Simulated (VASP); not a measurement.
**AlN: single point with PBE0**

**What was measured.**

“Self-assembly of well-separated AlN nanowires directly on sputtered metallic TiN films”, 2019, arxiv:1910.07391 quotes, for a bulk crystal of AlN at 10 K: band gap 6.034 eV (an exciton energy, a little under the gap).

The system is AlN.

```
Al N
1.0
     3.10669    0.00000    0.00000
    -1.55335    2.69048    0.00000
     0.00000    0.00000    4.97859
Al N
2 2
Direct
  0.33333 0.66667 0.99920
  0.66667 0.33333 0.49920
  0.33333 0.66667 0.38080
  0.66667 0.33333 0.88080
```

* Program: VASP 6.6.1
* Task: single point
* Functional: PBE0
* Potentials or basis: VASP PAW PBE potentials, release 64 (Al, N)
* Cutoff: 520 eV
* k mesh: 6 × 6 × 4
* Occupations: gaussian, width 0.01 eV
* Spin: no spin polarisation
* Dipole correction: no
* Grid for exact exchange (PRECFOCK): Normal
* Further INCAR settings: ALGO = Normal; EDIFF = 1e-06; NBANDS = 16
* Share of exact exchange: 0.25

```json
{
 "Pressure": "-0.8 GPa",
 "Largest force": "0.007 eV/Å",
 "Band gap on the k mesh": "6.33 eV"
}
```

Forces on the atoms (eV/Å):
```
Al   0.000  0.000 -0.007
Al   0.000  0.000 -0.007
N    0.000  0.000  0.007
N    0.000  0.000  0.007
```

Stress tensor (GPa, compression positive):
```
-0.76  0.00  0.00
 0.00 -0.76  0.00
 0.00  0.00 -0.91
```

Levels at points of the mesh, in eV from the valence-band top:
```
           k point  band 5  band 6  band 7  band 8  band 9  band 10  band 11  band 12
(0.00, 0.00, 0.00)   -0.96   -0.23   -0.23    0.00    6.33     8.93    13.27    13.58
(0.50, 0.00, 0.00)   -3.67   -2.31   -1.92   -0.77    7.93     7.95    10.52    12.88
(0.00, 0.00, 0.50)   -0.61   -0.61   -0.61   -0.61    8.75     8.75    12.81    12.81
(0.50, 0.00, 0.50)   -1.62   -1.62   -1.50   -1.50    7.41     7.41    11.58    11.58
```

Wall time 26 min on 1 thread of AMD EPYC 7R43 64-Core Processor (Zen 3), on a shared host, peak memory 0.15 GiB.

Against the measured gap of AlN, 6.034 eV (an exciton energy, a little under the gap; 10 K; quoted in “Self-assembly of well-separated AlN nanowires directly on sputtered metallic TiN films”, 2019, arxiv:1910.07391), the calculated 6.33 eV is off by +0.30 eV. 2 values of this kind are on record (6.034 to 6.0343 eV); this one was drawn at random. The value is that of PBE0, without temperature or zero-point motion.

Caveat: the PAW data sets were made with another functional, which shifts forces and pressure a little.
